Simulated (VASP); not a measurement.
# Sb (Im-3m) in VASP: further runs

Runs on Sb. Level: PBE. Tasks: single point.

All numbers are computed with VASP 6.6.1; they aren't measurements. Logs are shortened: lines on timing, memory, paths and dates and some standing lists are left out, and cuts for length are marked.

### Step 1. The cell of the first run

Symmetry: Im-3m, No. 229, cubic system. Conventional cell: a = 3.634 Å, b = 3.634 Å, c = 3.634 Å, α = 90.00°, β = 90.00°, γ = 90.00°. Sb (site symmetry m-3m) has 14 Sb at 3.15 to 3.63 Å within 4.1 Å.

### Step 2. Single point, PBE (volume scaled by 0.88)

File INCAR:

```
PREC = Accurate ; ENCUT = 520
EDIFF = 1E-7 ; ISMEAR = -1
SIGMA = 0.1 ; LREAL = False
LASPH = True ; NELM = 100
ALGO = Normal ; ISIF = 2
LWAVE = False ; LCHARG = False
GGA = PE ; NBANDS = 8
```

File KPOINTS:

```
Automatic mesh
0
Gamma
  13 13 13
```

File POSCAR:

```
Sb
1.0
   -1.8171593292      1.8171593292      1.8171593292
    1.8171593292     -1.8171593292      1.8171593292
    1.8171593292      1.8171593292     -1.8171593292
Sb
1
Direct
    0.0000000000      0.0000000000      0.0000000000
```

Potentials or basis: VASP PAW PBE potentials, release 64 (Sb).

Command:

```
cat potpaw_PBE.64/Sb/POTCAR > POTCAR
mpirun -np 1 vasp_std > vasp.out
```

OUTCAR:

```text
PREC = Accurate
   ENCUT = 520
   EDIFF = 1E-7
   ISMEAR = -1
   LREAL = False
   LASPH = True
   NELM = 100
   ISIF = 2
   GGA = PE

 ion  position               nearest neighbor table
   1  0.000  0.000  0.000-

  LATTYP: Found a body centered cubic cell.
 ALAT       =     3.6343186584

  Lattice vectors:

 A1 = (  -1.8171593292,   1.8171593292,   1.8171593292)
 A2 = (   1.8171593292,  -1.8171593292,   1.8171593292)
 A3 = (   1.8171593292,   1.8171593292,  -1.8171593292)

Analysis of symmetry for initial positions (statically):
=====================================================================
 Subroutine PRICEL returns:
 Original cell was already a primitive cell.

 Routine SETGRP: Setting up the symmetry group for a
 body centered cubic supercell.

 Subroutine GETGRP returns: Found 48 space group operations
 (whereof 48 operations were pure point group operations)
 out of a pool of 48 trial point group operations.

The static configuration has the point symmetry O_h .

Analysis of symmetry for dynamics (positions and initial velocities):
=====================================================================
 Subroutine PRICEL returns:
 Original cell was already a primitive cell.

 Routine SETGRP: Setting up the symmetry group for a
 body centered cubic supercell.

 Subroutine GETGRP returns: Found 48 space group operations
 (whereof 48 operations were pure point group operations)
 out of a pool of 48 trial point group operations.

The dynamic configuration has the point symmetry O_h .

 Subroutine INISYM returns: Found 48 space group operations
 (whereof 48 operations are pure point group operations),
 and found     1 'primitive' translations

----------------------------------------------------------------------------------------

                                     Primitive cell

  volume of cell :      24.0015

  direct lattice vectors                    reciprocal lattice vectors
    -1.817159329  1.817159329  1.817159329     0.000000000  0.275154738  0.275154738
     1.817159329 -1.817159329  1.817159329     0.275154738  0.000000000  0.275154738
     1.817159329  1.817159329 -1.817159329     0.275154738  0.275154738  0.000000000

  length of vectors
     3.147412284  3.147412284  3.147412284     0.389127563  0.389127563  0.389127563

  position of ions in fractional coordinates (direct lattice)
     0.000000000  0.000000000  0.000000000

  ion indices of the primitive-cell ions
   primitive index   ion index
                 1           1

----------------------------------------------------------------------------------------

 KPOINTS: Automatic mesh

Automatic generation of k-mesh.
 Grid dimensions read from file:
 generate k-points for:   13   13   13

 Generating k-lattice:

  Cartesian coordinates                     Fractional coordinates (reciprocal lattice)
     0.000000000  0.021165749  0.021165749     0.076923077  0.000000000  0.000000000
     0.021165749  0.000000000  0.021165749     0.000000000  0.076923077  0.000000000
     0.021165749  0.021165749  0.000000000     0.000000000  0.000000000  0.076923077

  Length of vectors
     0.029932889  0.029932889  0.029932889

  Shift w.r.t. Gamma in fractional coordinates (k-lattice)
     0.000000000  0.000000000  0.000000000

 Subroutine IBZKPT returns following result:
 ===========================================

 Found     84 irreducible k-points:

 Following reciprocal coordinates:
            Coordinates               Weight
  0.000000  0.000000  0.000000      1.000000
  0.076923  0.000000  0.000000     12.000000
  0.153846  0.000000  0.000000     12.000000
  0.230769  0.000000  0.000000     12.000000
  0.307692  0.000000  0.000000     12.000000
  0.384615  0.000000  0.000000     12.000000
[... 16 lines left out ...]
  0.153846  0.076923  0.076923     24.000000
  0.230769  0.076923  0.076923     24.000000
 [... further k-points ...]
   k-points           NKPTS =     84   k-points in BZ     NKDIM =     84   number of bands    NBANDS=      8
   number of dos      NEDOS =    301   number of ions     NIONS =      1
   total plane-waves  NPLWV =  13824
   dimension x,y,z NGX =    24 NGY =   24 NGZ =   24
   dimension x,y,z NGXF=    48 NGYF=   48 NGZF=   48
   ions per type =               1
   NGX,Y,Z   is equivalent  to a cutoff of  12.68, 12.68, 12.68 a.u.
   NGXF,Y,Z  is equivalent  to a cutoff of  25.35, 25.35, 25.35 a.u.
 SYSTEM =  unknown system
   PREC   = accura    normal or accurate (medium, high low for compatibility)
   ISTART =      0    job   : 0-new  1-cont  2-samecut
   ICHARG =      2    charge: 1-file 2-atom 10-const
   ISPIN  =      1    spin polarized calculation?
   LNONCOLLINEAR =      F non collinear calculations
   LSORBIT =      F    spin-orbit coupling
   LASPH  =      T    aspherical Exc in radial PAW
   ENCUT  =  520.0 eV  38.22 Ry    6.18 a.u.   5.85  5.85  5.85*2*pi/ulx,y,z
   NELM   =    100;   NELMIN=  2; NELMDL= -5     # of ELM steps
   EDIFF  = 0.1E-06   stopping-criterion for ELM
   LREAL  =      F    real-space projection
   EDIFFG = 0.1E-05   stopping-criterion for IOM
   NSW    =      0    number of steps for IOM
   IBRION =     -1    ionic relax: 0-MD 1-quasi-New 2-CG
   NFREE  =      0    steps in history (QN), initial steepest desc. (CG)
   ISIF   =      2    stress and relaxation
   ISYM   =      2    0-nonsym 1-usesym 2-fastsym
   POTIM  = 0.5000    time-step for ionic-motion
   TEBEG  =    0.0;   TEEND  =   0.0 temperature during run
   PSTRESS=    0.0 pullay stress
   NELECT =       5.0000    total number of electrons
   NUPDOWN=      -1.0000    fix difference up-down
   EMIN   =  10.00;   EMAX   =-10.00  energy-range for DOS
   EFERMI =   0.00;   METHOD = LEGACY
   ISMEAR =    -1;   SIGMA  =   0.10  broadening in eV -4-tet -1-fermi 0-gaus
   EFERMI_NEDOS =   21; number of points for ismear=-14 and -15
   IALGO  =     38    algorithm
   IMIX   =      4    mixing-type and parameters
     AMIX     =   0.40;   BMIX     =  1.00
     AMIX_MAG =   1.60;   BMIX_MAG =  1.00
  volume/ion in A,a.u.               =      24.00       161.97
  Fermi-wavevector in a.u.,A,eV,Ry     =   0.970477  1.833935 12.814310  0.941825
  Thomas-Fermi vector in A             =   2.100615
   LORBIT       =      0    0 simple, 1 ext, 2 COOP (PROOUT), +10 PAW based schemes
   GGA     = PE    functional components
   LHFCALC =     F    Hartree Fock is set to
   AEXX    =    0.0000 exact exchange contribution
   IVDW    =     0    specifies the selected vdW correction
   LEPSILON=     F    determine dielectric tensor
   LRPA    =     F    only Hartree local field effects (RPA)
 non-spin polarized calculation
  energy-cutoff  :      520.00
  volume of cell :       24.00
 maximum number of plane-waves:       670
   NGX = 11   NGY = 11   NGZ = 11

 number of electron       5.0000001 magnetization

 Free energy of the ion-electron system (eV)
  ---------------------------------------------------
  ext. energy  EPLUGINS =         0.00000000
  ---------------------------------------------------
  free energy    TOTEN  =        -3.83486098 eV

  energy without entropy =       -3.81720544  energy(sigma->0) =       -3.82603321

 E-fermi :  10.0146     XC(G=0): -10.7423

 val. band max:        9.9275241079   @ k =   0.3077   0.1538  -0.0000
 cond. band min:      10.0408072179   @ k =   0.1538   0.1538   0.0000
 fundamental gap:      0.1132831100
 Fermi energy:        10.0146460611

 k-point     1 :       0.0000    0.0000    0.0000
  band No.  band energies     occupation
      1      -3.7719      2.00000
      2      16.4824      0.00000
      3      16.4824      0.00000
      4      16.4824      0.00000
      5      21.0305      0.00000
      6      21.0305      0.00000
      7      21.0305      0.00000
      8      21.9137      0.00000

 k-point     2 :       0.0769    0.0000    0.0000
  band No.  band energies     occupation
      1      -3.6339      2.00000
      2      15.3630      0.00000
      3      15.9666      0.00000
      4      16.3333      0.00000
      5      20.1164      0.00000
      6      20.1455      0.00000
      7      21.4632      0.00000
      8      21.6674      0.00000

 k-point     3 :       0.1538    0.0000    0.0000
  band No.  band energies     occupation
      1      -3.2203      2.00000
      2      13.0143      0.00000
      3      14.9219      0.00000
      4      15.9156      0.00000
      5      19.0033      0.00000
      6      19.1425      0.00000
      7      21.2571      0.00000
      8      22.2978      0.00000

 k-point     4 :       0.2308    0.0000    0.0000
  band No.  band energies     occupation
      1      -2.5345      2.00000
      2      10.4292      0.03118
      3      13.8593      0.00000
      4      15.3517      0.00000
      5      18.1425      0.00000
      6      18.3322      0.00000
      7      21.5630      0.00000
      8      22.8056      0.00000

 k-point     5 :       0.3077    0.0000    0.0000
  band No.  band energies     occupation
      1      -1.5876      2.00000
      2       7.9456      2.00000
      3      12.9742      0.00000
      4      14.8048      0.00000
      5      17.5153      0.00000
      6      17.7262      0.00000
      7      22.2726      0.00000
      8      23.4657      0.00000
[... 177 lines left out ...]
 k-point    22 :       0.0769    0.0769    0.0769
  band No.  band energies     occupation
      1      -2.9455      2.00000
      2      12.1932      0.00000
      3      14.3314      0.00000
      4      14.3314      0.00000
      5      19.8578      0.00000
      6      19.8578      0.00000
      7      22.4381      0.00000
      8      22.4381      0.00000

 k-point    23 :       0.1538    0.0769    0.0769
  band No.  band energies     occupation
      1      -2.2624      2.00000
      2      10.2230      0.22139
      3      12.6599      0.00000
      4      13.5417      0.00000
      5      19.9090      0.00000
      6      19.9633      0.00000
      7      22.2804      0.00000
      8      22.9280      0.00000

 k-point    24 :       0.2308    0.0769    0.0769
  band No.  band energies     occupation
      1      -1.3219      2.00000
      2       8.0276      2.00000
      3      11.5056      0.00000
      4      12.8820      0.00000
      5      19.5152      0.00000
      6      19.8007      0.00000
      7      22.6997      0.00000
      8      23.6292      0.00000

 [... further k-points ...]
[... 5 lines left out ...]
  --------------------------------------------------------------------------------------
  -------------------------------------------------------------------------------------
  Total        1.4466790      1.4466790      1.4466790      0.0000000      0.0000000     -0.0000000
  in kB       96.5703358     96.5703358     96.5703358      0.0000000      0.0000000     -0.0000000
  external PRESSURE =      96.5703358 kB  Pullay stress =       0.0000000 kB

 VOLUME and BASIS-vectors are now :
 -----------------------------------------------------------------------------
  energy-cutoff  :      520.00
  volume of cell :       24.00
      direct lattice vectors                 reciprocal lattice vectors
    -1.817159329  1.817159329  1.817159329     0.000000000  0.275154738  0.275154738
     1.817159329 -1.817159329  1.817159329     0.275154738  0.000000000  0.275154738
     1.817159329  1.817159329 -1.817159329     0.275154738  0.275154738  0.000000000

 POSITION                                       TOTAL-FORCE (eV/Angst)
 -----------------------------------------------------------------------------------
      0.00000      0.00000      0.00000        -0.000000     -0.000000     -0.000000
 -----------------------------------------------------------------------------------
    total drift:                                0.000000     -0.000000     -0.000000

  FREE ENERGIE OF THE ION-ELECTRON SYSTEM (eV)
  ---------------------------------------------------
  free  energy   TOTEN  =        -3.8348609819 eV

  energy  without entropy=       -3.8172054395  energy(sigma->0) =       -3.82603321
```

Run time: 4.3 s. Hardware: 1 thread of Intel Xeon 6975P-C (Granite Rapids), shared host; peak memory 0.14 GiB.

Results:

```
Free energy : -3.8349 eV
Pressure    : 9.7 GPa
```

Caveat: the cell differs from its parent crystal (volume scaled by 0.88); spin-orbit coupling is left out, which moves the levels of the heavy elements.

### Step 3. Single point, PBE (volume scaled by 0.92)

File INCAR:

```
ALGO     = Normal         # electronic algorithm
EDIFF    = 1E-6           # SCF threshold, eV
ENCUT    = 520            # plane-wave cutoff, eV
GGA      = PE             # functional
ISIF     = 2              # what is computed and relaxed
ISMEAR   = -1             # smearing method
LASPH    = T              # aspherical terms in the spheres
LCHARG   = T              # write CHGCAR
LELF     = T              # ELF
LREAL    = F              # projectors in reciprocal space
LVHAR    = T            
LWAVE    = F              # write WAVECAR
NBANDS   = 8              # bands
NELM     = 80             # most SCF steps
PREC     = Accurate       # precision mode
SIGMA    = 0.1            # smearing width, eV
```

File KPOINTS:

```
k-points
0
Gamma
  13 13 13
```

File POSCAR:

```
Sb
1.0
   -1.8442851094      1.8442851094      1.8442851094
    1.8442851094     -1.8442851094      1.8442851094
    1.8442851094      1.8442851094     -1.8442851094
Sb
1
Direct
    0.0000000000      0.0000000000      0.0000000000
```

Potentials or basis: VASP PAW PBE potentials, release 64 (Sb).

Command:

```
cat potpaw_PBE.64/Sb/POTCAR > POTCAR
mpirun -np 1 vasp_std > vasp.out
```

Run time: 4.1 s. Hardware: 1 thread of Intel Xeon 6975P-C (Granite Rapids), shared host; peak memory 0.14 GiB.

The run converged. Its results:

```yaml
Free_energy: -3.8861 eV
Pressure: 5.6 GPa
```

Levels at points of the mesh, in eV from the Fermi level:
```
           k point  band 1  band 2  band 3  band 4  band 5  band 6  band 7
(0.00, 0.00, 0.00)  -13.38    6.10    6.10    6.10   10.85   10.85   10.85
```

Caveat: the cell differs from its parent crystal (volume scaled by 0.92); spin-orbit coupling is left out, which moves the levels of the heavy elements.

### Step 4. Single point, PBE (volume scaled by 0.96)

File INCAR:

```
PREC = Accurate ; ENCUT = 520
EDIFF = 1E-7 ; ISMEAR = -1
SIGMA = 0.1 ; LREAL = F
LASPH = T ; NELM = 60
ALGO = Normal ; ISIF = 2
LWAVE = F ; LCHARG = F
GGA = PE ; NBANDS = 8
```

File KPOINTS:

```
Automatic mesh
0
Gamma
  13 13 13
```

File POSCAR:

```
Sb
1.0
   -1.8706355996      1.8706355996      1.8706355996
    1.8706355996     -1.8706355996      1.8706355996
    1.8706355996      1.8706355996     -1.8706355996
Sb
1
Direct
    0.0000000000      0.0000000000      0.0000000000
```

Command:

```
cat potpaw_PBE.64/Sb/POTCAR > POTCAR
mpirun -np 1 vasp_std > vasp.out
```

Wall time 4.9 s (1 thread of Intel Xeon 6975P-C (Granite Rapids), shared host); peak memory 0.14 GiB.

It converged, with:

- Free energy: -3.9126 eV
- Pressure: 2.3 GPa

Levels at points of the mesh, in eV from the Fermi level:
```
           k point  band 1  band 2  band 3  band 4  band 5  band 6  band 7  band 8
(0.00, 0.00, 0.00)  -13.02    5.75    5.75    5.75   10.70   10.70   10.70   11.87
```

Caveat: the cell differs from its parent crystal (volume scaled by 0.96); spin-orbit coupling is left out, which moves the levels of the heavy elements.

### Step 5. Single point, PBE

This run uses another cell than the first one, of 27.27 Å³/atom, 1.136 times its volume.

File INCAR:

```
SYSTEM = Sb
PREC = Accurate
ENCUT = 520
EDIFF = 1E-6
ISMEAR = -1
SIGMA = 0.1
LREAL = .False.
LASPH = .True.
NELM = 80
ALGO = Normal
ISIF = 2
LWAVE = .False.
LCHARG = .False.
GGA = PE
NBANDS = 8
```

File KPOINTS:

```
regular mesh
0
Gamma
  13 13 13
  0 0 0
```

File POSCAR:

```
Sb
1.0
   -1.8962639295      1.8962639295      1.8962639295
    1.8962639295     -1.8962639295      1.8962639295
    1.8962639295      1.8962639295     -1.8962639295
Sb
1
Direct
    0.0000000000      0.0000000000      0.0000000000
```

Command:

```
cat potpaw_PBE.64/Sb/POTCAR > POTCAR
mpirun -np 1 vasp_std > vasp.out
```

Wall time 4.1 s (1 thread of Intel Xeon 6975P-C (Granite Rapids), shared host); peak memory 0.14 GiB.

It converged, with:

```
Free energy : -3.9193 eV
Pressure    : -0.3 GPa
```

Levels at points of the mesh, in eV from the Fermi level:
```tsv
k point	band 1	band 2	band 3	band 4	band 5	band 6	band 7
(0.00, 0.00, 0.00)	-12.69	5.44	5.44	5.44	10.54	10.54	10.54
```

Caveat: spin-orbit coupling is left out, which moves the levels of the heavy elements.

### Step 6. Single point, PBE (volume scaled by 1.04)

File INCAR:

```
SYSTEM = Sb
ALGO     = Normal         ! electronic algorithm
EDIFF    = 1E-6           ! SCF threshold, eV
ENCUT    = 520            ! plane-wave cutoff, eV
GGA      = PE             ! functional
ISIF     = 2              ! what is computed and relaxed
ISMEAR   = -1             ! smearing method
LASPH    = .TRUE.         ! aspherical terms in the spheres
LCHARG   = .TRUE.         ! write CHGCAR
LELF     = .TRUE.         ! ELF
LREAL    = .FALSE.        ! projectors in reciprocal space
LVHAR    = .TRUE.       
LWAVE    = .FALSE.        ! write WAVECAR
NBANDS   = 8              ! bands
NELM     = 100            ! most SCF steps
PREC     = Accurate       ! precision mode
SIGMA    = 0.1            ! smearing width, eV
```

File KPOINTS:

```
k-points
0
G
  13 13 13
  0 0 0
```

File POSCAR:

```
Sb
1.0
   -1.9212176323      1.9212176323      1.9212176323
    1.9212176323     -1.9212176323      1.9212176323
    1.9212176323      1.9212176323     -1.9212176323
Sb
1
Direct
    0.0000000000      0.0000000000      0.0000000000
```

Potentials or basis: VASP PAW PBE potentials, release 64 (Sb).

Command:

```
cat potpaw_PBE.64/Sb/POTCAR > POTCAR
mpirun -np 1 vasp_std > vasp.out
```

Wall time 8.4 s (1 thread of Intel Xeon 6975P-C (Granite Rapids), shared host); peak memory 0.16 GiB.

The run converged. Its results:

- Free energy: -3.9102 eV
- Pressure: -2.3 GPa

Levels at points of the mesh, in eV from the Fermi level:
```
           k point  band 1  band 2  band 3  band 4  band 5  band 6  band 7
(0.00, 0.00, 0.00)  -12.40    5.14    5.14    5.14   10.40   10.40   10.40
```

Caveat: the cell differs from its parent crystal (volume scaled by 1.04); spin-orbit coupling is left out, which moves the levels of the heavy elements.

### Step 7. Summary

| cell | gap on the mesh (eV) | pressure (GPa) |
| --- | --- | --- |
| a = 3.147 Å, angles 109.5°, 1 atom | none | 9.7 |
| a = 3.194 Å, angles 109.5°, 1 atom | none | 5.6 |
| a = 3.240 Å, angles 109.5°, 1 atom | none | 2.3 |
| a = 3.284 Å, angles 109.5°, 1 atom | none | -0.3 |
| a = 3.328 Å, angles 109.5°, 1 atom | none | -2.3 |

Alike in all rows: task single point; level PBE; potentials or basis VASP PAW PBE potentials, release 64 (Sb); no spin polarisation; k mesh 13 × 13 × 13; cutoff (eV) 520; smearing fermi-dirac 0.1 eV.

Caveats: spin-orbit coupling is left out, which moves the levels of the heavy elements.

Total energies depend on the potentials used, so only differences within one code and one set of settings carry meaning.
